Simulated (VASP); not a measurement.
## GaN: vibrations by perturbation theory with LDA

GaN:

```xyz
2
Lattice="0.0000 2.2165 2.2165 2.2165 0.0000 2.2165 2.2165 2.2165 0.0000" Properties=species:S:1:pos:R:3 pbc="T T T"
Ga    0.0000    0.0000    0.0000
N     1.1083    1.1083    1.1083
```

This cell differs from its parent crystal: volume scaled by 0.985.

```yaml
Program: VASP 6.6.1
Task: vibrations by perturbation theory
Functional: LDA
Potentials_or_basis: VASP PAW LDA potentials, release 64 (Ga_d, N)
Cutoff: 520 eV
k_mesh: 8 × 8 × 8
Occupations: gaussian, width 0.01 eV
Spin: no spin polarisation
Dipole_correction: no
Further_INCAR_settings: ALGO = Normal; EDIFF = 1e-08; NBANDS = 16; IBRION = 8; NSW = 1
```

```yaml
Highest_phonon_frequency_at_Γ_LO-TO_splitting_left_out: 570 cm⁻¹
```

Phonon frequencies in cm⁻¹ (negative: imaginary):
| q point | frequencies |
| --- | --- |
| (0.000, 0.000, 0.000) | 0 0 0 570 570 570 |

Wall time 32 s on 1 thread of Intel(R) Xeon(R) 6975P-C (Granite Rapids) (shared host), peak memory 0.19 GiB.

Caveat: the cell wasn't relaxed at this level first, which shifts response properties.
